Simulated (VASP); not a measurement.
# AlN (P6_3mc) in VASP: further runs

AlN is run at these levels: r2SCAN; tasks: single point.

Everything below comes from runs of VASP 6.6.1. Logs are shortened: lines on timing, memory, paths and dates and some standing lists are left out, and cuts for length are marked.

**Experimental background.**

“Structural and optical properties of self-assembled AlN nanowires grown on SiO2/Si substrates by molecular beam epitaxy”, 2024, arxiv:2402.00216 quotes, for a bulk crystal of AlN at 0 K: band gap 6.0343 eV (an exciton energy, a little under the gap).

The results are compared with them further down.

**1. The cell of the first run**

Symmetry: P6_3mc, No. 186, hexagonal system. Conventional cell: a = 2.933 Å, b = 2.933 Å, c = 4.468 Å, α = 90.00°, β = 90.00°, γ = 120.00°. Within 2.3 Å of Al (site symmetry 3m) lie 4 N at 1.75 to 1.78 Å. Within 2.3 Å of N (site symmetry 3m) lie 4 Al at 1.75 to 1.78 Å.

**2. Single point, r2SCAN (8.32 Å³/atom)**

The input, POSCAR:

```
AlN
1.0
    2.9332725564      0.0000000000      0.0000000000
   -1.4666362782      2.5402885501      0.0000000000
    0.0000000000      0.0000000000      4.4678213993
Al N
2 2
Direct
    0.3333333333      0.6666666667     -0.0090733965
    0.6666666667      0.3333333333      0.4909266035
    0.3333333333      0.6666666667      0.3890733965
    0.6666666667      0.3333333333      0.8890733965
```

The input, INCAR.step1:

```
SYSTEM = AlN
  ALGO = Normal
  EDIFF = 1E-4
  ENCUT = 520
  GGA = PE
  ISMEAR = 0
  LASPH = .True.
  LCHARG = .False.
  LREAL = .False.
  LWAVE = .True.
  NBANDS = 16
  NELM = 100
  PREC = Accurate
  SIGMA = 0.05
```

The input, INCAR.step2:

```
SYSTEM = AlN
  ALGO = Normal
  EDIFF = 1E-6
  ENCUT = 520
  ISIF = 2
  ISMEAR = 0
  ISTART = 1
  LASPH = .True.
  LCHARG = .False.
  LMIXTAU = .True.
  LREAL = .False.
  LWAVE = .False.
  METAGGA = R2SCAN
  NBANDS = 16
  NELM = 100
  PREC = Accurate
  SIGMA = 0.05
```

The input, KPOINTS:

```
k-points
0
Gamma
  8 8 4
  0 0 0
```

Potentials or basis: VASP PAW PBE potentials, release 64 (Al, N).

Launch:

```bash
cat potpaw_PBE.64/Al/POTCAR potpaw_PBE.64/N/POTCAR > POTCAR
cp INCAR.step1 INCAR
mpirun -np 1 vasp_std > vasp.out
cp INCAR.step2 INCAR
mpirun -np 1 vasp_std > vasp.out
```

OUTCAR:

```text
SYSTEM = AlN
   EDIFF = 1E-6
   ENCUT = 520
   ISIF = 2
   ISMEAR = 0
   ISTART = 1
   LASPH = .True.
   LREAL = .False.
   METAGGA = R2SCAN
   NELM = 100
   PREC = Accurate

 ion  position               nearest neighbor table
   1  0.333  0.667  0.991-   4 1.75   4 1.75   4 1.75   3 1.78   2 2.80   2 2.80   2 2.80   2 2.80
                             2 2.80   2 2.80
   2  0.667  0.333  0.491-   3 1.75   3 1.75   3 1.75   4 1.78   1 2.80   1 2.80   1 2.80   1 2.80
                             1 2.80   1 2.80
   3  0.333  0.667  0.389-   2 1.75   2 1.75   2 1.75   1 1.78
   4  0.667  0.333  0.889-   1 1.75   1 1.75   1 1.75   2 1.78

  LATTYP: Found a hexagonal cell.
 ALAT       =     2.9332725564
 C/A-ratio  =     1.5231524904

  Lattice vectors:

 A1 = (   2.9332725564,   0.0000000000,   0.0000000000)
 A2 = (  -1.4666362782,   2.5402885501,   0.0000000000)
 A3 = (   0.0000000000,   0.0000000000,   4.4678213993)

Analysis of symmetry for initial positions (statically):
=====================================================================
 Subroutine PRICEL returns:
 Original cell was already a primitive cell.

 Routine SETGRP: Setting up the symmetry group for a
 hexagonal supercell.

 Subroutine GETGRP returns: Found 12 space group operations
 (whereof  6 operations were pure point group operations)
 out of a pool of 24 trial point group operations.

The static configuration has the point symmetry C_3v.
 The point group associated with its full space group is C_6v.

Analysis of symmetry for dynamics (positions and initial velocities):
=====================================================================
 Subroutine PRICEL returns:
 Original cell was already a primitive cell.

 Routine SETGRP: Setting up the symmetry group for a
 hexagonal supercell.

 Subroutine GETGRP returns: Found 12 space group operations
 (whereof  6 operations were pure point group operations)
 out of a pool of 24 trial point group operations.

The dynamic configuration has the point symmetry C_3v.
 The point group associated with its full space group is C_6v.

 Subroutine INISYM returns: Found 12 space group operations
 (whereof  6 operations are pure point group operations),
 and found     1 'primitive' translations

----------------------------------------------------------------------------------------

                                     Primitive cell

  volume of cell :      33.2913

  direct lattice vectors                    reciprocal lattice vectors
     2.933272556  0.000000000  0.000000000     0.340916154  0.196828034  0.000000000
    -1.466636278  2.540288550  0.000000000     0.000000000  0.393656067  0.000000000
     0.000000000  0.000000000  4.467821399     0.000000000  0.000000000  0.223822734

  length of vectors
     2.933272556  2.933272556  4.467821399     0.393656067  0.393656067  0.223822734

  position of ions in fractional coordinates (direct lattice)
     0.333333333  0.666666667  0.990926603
     0.666666667  0.333333333  0.490926604
     0.333333333  0.666666667  0.389073397
     0.666666667  0.333333333  0.889073397

  ion indices of the primitive-cell ions
   primitive index   ion index
                 1           1
                 2           2
                 3           3
                 4           4

----------------------------------------------------------------------------------------

 KPOINTS: k-points

Automatic generation of k-mesh.
 Grid dimensions read from file:
 generate k-points for:    8    8    4

 Generating k-lattice:

  Cartesian coordinates                     Fractional coordinates (reciprocal lattice)
     0.042614519  0.024603504  0.000000000     0.125000000  0.000000000  0.000000000
     0.000000000  0.049207008  0.000000000     0.000000000  0.125000000  0.000000000
     0.000000000  0.000000000  0.055955683     0.000000000  0.000000000  0.250000000

  Length of vectors
     0.049207008  0.049207008  0.055955683

  Shift w.r.t. Gamma in fractional coordinates (k-lattice)
     0.000000000  0.000000000  0.000000000

 Subroutine IBZKPT returns following result:
 ===========================================

 Found     30 irreducible k-points:

 Following reciprocal coordinates:
            Coordinates               Weight
  0.000000  0.000000  0.000000      1.000000
  0.125000  0.000000  0.000000      6.000000
  0.250000  0.000000  0.000000      6.000000
  0.375000  0.000000  0.000000      6.000000
  0.500000  0.000000  0.000000      3.000000
  0.125000  0.125000  0.000000      6.000000
[... 16 lines left out ...]
  0.250000  0.000000  0.500000      6.000000
  0.375000  0.000000  0.500000      6.000000
 [... further k-points ...]
   k-points           NKPTS =     30   k-points in BZ     NKDIM =     30   number of bands    NBANDS=     16
   number of dos      NEDOS =    301   number of ions     NIONS =      4
   total plane-waves  NPLWV =  20736
   dimension x,y,z NGX =    24 NGY =   24 NGZ =   36
   dimension x,y,z NGXF=    48 NGYF=   48 NGZF=   72
   ions per type =               2   2
   NGX,Y,Z   is equivalent  to a cutoff of  13.60, 13.60, 13.40 a.u.
   NGXF,Y,Z  is equivalent  to a cutoff of  27.20, 27.20, 26.79 a.u.
 SYSTEM =  AlN
   PREC   = accura    normal or accurate (medium, high low for compatibility)
   ISTART =      1    job   : 0-new  1-cont  2-samecut
   ICHARG =      0    charge: 1-file 2-atom 10-const
   ISPIN  =      1    spin polarized calculation?
   LNONCOLLINEAR =      F non collinear calculations
   LSORBIT =      F    spin-orbit coupling
   LASPH  =      T    aspherical Exc in radial PAW
   ENCUT  =  520.0 eV  38.22 Ry    6.18 a.u.   5.45  5.45  8.31*2*pi/ulx,y,z
   NELM   =    100;   NELMIN=  2; NELMDL=  0     # of ELM steps
   EDIFF  = 0.1E-05   stopping-criterion for ELM
   LREAL  =      F    real-space projection
   EDIFFG = 0.1E-04   stopping-criterion for IOM
   NSW    =      0    number of steps for IOM
   IBRION =     -1    ionic relax: 0-MD 1-quasi-New 2-CG
   NFREE  =      0    steps in history (QN), initial steepest desc. (CG)
   ISIF   =      2    stress and relaxation
   ISYM   =      2    0-nonsym 1-usesym 2-fastsym
   POTIM  = 0.5000    time-step for ionic-motion
   TEBEG  =    0.0;   TEEND  =   0.0 temperature during run
   PSTRESS=    0.0 pullay stress
   NELECT =      16.0000    total number of electrons
   NUPDOWN=      -1.0000    fix difference up-down
   EMIN   =  10.00;   EMAX   =-10.00  energy-range for DOS
   EFERMI =   0.00;   METHOD = LEGACY
   ISMEAR =     0;   SIGMA  =   0.05  broadening in eV -4-tet -1-fermi 0-gaus
   EFERMI_NEDOS =   21; number of points for ismear=-14 and -15
   IALGO  =     38    algorithm
   IMIX   =      4    mixing-type and parameters
     AMIX     =   0.40;   BMIX     =  1.00
     AMIX_MAG =   1.60;   BMIX_MAG =  1.00
  volume/ion in A,a.u.               =       8.32        56.17
  Fermi-wavevector in a.u.,A,eV,Ry     =   1.282344  2.423278 22.373489  1.644405
  Thomas-Fermi vector in A             =   2.414661
   LORBIT       =      0    0 simple, 1 ext, 2 COOP (PROOUT), +10 PAW based schemes
   METAGGA = R2SCAN    functional components
   LHFCALC =     F    Hartree Fock is set to
   AEXX    =    0.0000 exact exchange contribution
   IVDW    =     0    specifies the selected vdW correction
   LEPSILON=     F    determine dielectric tensor
   LRPA    =     F    only Hartree local field effects (RPA)
 non-spin polarized calculation
 Gauss-broadening in eV      SIGMA  =   0.05
  energy-cutoff  :      520.00
  volume of cell :       33.29
 maximum number of plane-waves:       929
 NGX is ok and might be reduce to    24
   NGX = 11   NGY = 11   NGZ = 17

 number of electron      16.0000002 magnetization

 Free energy of the ion-electron system (eV)
  ---------------------------------------------------
  ext. energy  EPLUGINS =         0.00000000
  ---------------------------------------------------
  free energy    TOTEN  =       -36.91494270 eV

  energy without entropy =      -36.91494270  energy(sigma->0) =      -36.91494270

 E-fermi :   9.0748     XC(G=0): -12.4861

 val. band max:        8.7817194726   @ k =   0.0000   0.0000   0.0000
 cond. band min:      14.6322692191   @ k =   0.3750   0.2500   0.0000
 fundamental gap:      5.8505497465
 Fermi energy:         9.0747940125

 k-point     1 :       0.0000    0.0000    0.0000
  band No.  band energies     occupation
      1      -9.1997      2.00000
      2      -6.0036      2.00000
      3       1.2748      2.00000
      4       6.9219      2.00000
      5       6.9219      2.00000
      6       7.8102      2.00000
[... 8 lines left out ...]
     15      24.3620      0.00000
     16      24.8124      0.00000

 k-point     2 :       0.1250    0.0000    0.0000
  band No.  band energies     occupation
      1      -8.9530      2.00000
      2      -5.8814      2.00000
      3       1.5450      2.00000
      4       6.0068      2.00000
      5       6.6300      2.00000
      6       7.0558      2.00000
[... 8 lines left out ...]
     15      23.9112      0.00000
     16      24.2215      0.00000

 k-point     3 :       0.2500    0.0000    0.0000
  band No.  band energies     occupation
      1      -8.2587      2.00000
      2      -5.6085      2.00000
      3       2.3158      2.00000
      4       4.1323      2.00000
      5       5.5807      2.00000
      6       6.0923      2.00000
[... 8 lines left out ...]
     15      24.1184      0.00000
     16      24.2717      0.00000
[... 362 lines left out ...]
 k-point    23 :       0.2500    0.0000    0.5000
  band No.  band energies     occupation
      1      -7.1392      2.00000
      2      -7.1392      2.00000
      3       3.6266      2.00000
      4       3.6266      2.00000
      5       6.6306      2.00000
      6       6.6306      2.00000
[... 8 lines left out ...]
     15      23.6897      0.00000
     16      23.6897      0.00000

 k-point    24 :       0.3750    0.0000    0.5000
  band No.  band energies     occupation
      1      -6.4290      2.00000
      2      -6.4290      2.00000
      3       2.2433      2.00000
      4       2.2433      2.00000
      5       6.5049      2.00000
      6       6.5049      2.00000
[... 8 lines left out ...]
     15      24.4258      0.00000
     16      24.4258      0.00000

 [... further k-points ...]

------------------------ aborting loop because EDIFF is reached ----------------------------------------

  FORCE on cell =-STRESS in cart. coord.  units (eV):
  Direction    XX          YY          ZZ          XY          YZ          ZX
  --------------------------------------------------------------------------------------
  -------------------------------------------------------------------------------------
  Total       14.4936698     14.4936698     14.4425423      0.0000000      0.0000000      0.0000000
  in kB      697.5216161    697.5216161    695.0610574      0.0000000      0.0000000      0.0000000
  external PRESSURE =     696.7014298 kB  Pullay stress =       0.0000000 kB

 VOLUME and BASIS-vectors are now :
 -----------------------------------------------------------------------------
  energy-cutoff  :      520.00
  volume of cell :       33.29
      direct lattice vectors                 reciprocal lattice vectors
     2.933272556  0.000000000  0.000000000     0.340916154  0.196828034  0.000000000
    -1.466636278  2.540288550  0.000000000     0.000000000  0.393656067  0.000000000
     0.000000000  0.000000000  4.467821399     0.000000000  0.000000000  0.223822734

 POSITION                                       TOTAL-FORCE (eV/Angst)
 -----------------------------------------------------------------------------------
     -0.00000      1.69353      4.42728        -0.000000      0.000000     -0.003210
      1.46664      0.84676      2.19337        -0.000000      0.000000     -0.003210
     -0.00000      1.69353      1.73831         0.000000      0.000000      0.003210
      1.46664      0.84676      3.97222        -0.000000      0.000000      0.003210
 -----------------------------------------------------------------------------------
    total drift:                               -0.000000      0.000000     -0.025637

  FREE ENERGIE OF THE ION-ELECTRON SYSTEM (eV)
  ---------------------------------------------------
  free  energy   TOTEN  =       -36.9149426980 eV

  energy  without entropy=      -36.9149426980  energy(sigma->0) =      -36.91494270
```

It took 90 s on 1 thread of Intel Xeon 8259CL, shared host; peak memory 0.16 GiB.

What came out:

* Free energy: -36.9149 eV
* Pressure: 69.7 GPa
* Largest force: 0.003 eV/Å
* Band gap on the k mesh: 5.85 eV (least direct gap 6.63 eV)

Forces on the atoms (eV/Å):
```
Al   0.000  0.000 -0.003
Al   0.000  0.000 -0.003
N    0.000  0.000  0.003
N    0.000  0.000  0.003
```

Stress tensor (GPa, compression positive):
```
69.75  0.00  0.00
 0.00 69.75  0.00
 0.00  0.00 69.51
```

Levels at points of the mesh, in eV from the valence-band top:
| k point | band 5 | band 6 | band 7 | band 8 | band 9 | band 10 | band 11 | band 12 |
| --- | --- | --- | --- | --- | --- | --- | --- | --- |
| (0.00, 0.00, 0.00) | -1.86 | -0.97 | -0.97 | 0.00 | 6.63 | 8.78 | 12.69 | 12.69 |
| (0.50, 0.00, 0.00) | -4.43 | -3.28 | -2.47 | -1.27 | 6.74 | 7.01 | 10.54 | 12.31 |
| (0.00, 0.00, 0.50) | -1.43 | -1.43 | -1.43 | -1.43 | 8.79 | 8.79 | 13.04 | 13.04 |
| (0.50, 0.00, 0.50) | -2.40 | -2.40 | -1.85 | -1.85 | 6.60 | 6.60 | 11.14 | 11.14 |

Caveat: the cell stands under pressure; the PAW data sets were made with another functional, which shifts forces and pressure a little. r2SCAN opens gaps a little over a GGA but as a rule still falls short of measured ones.

[end of part 1 of 2]
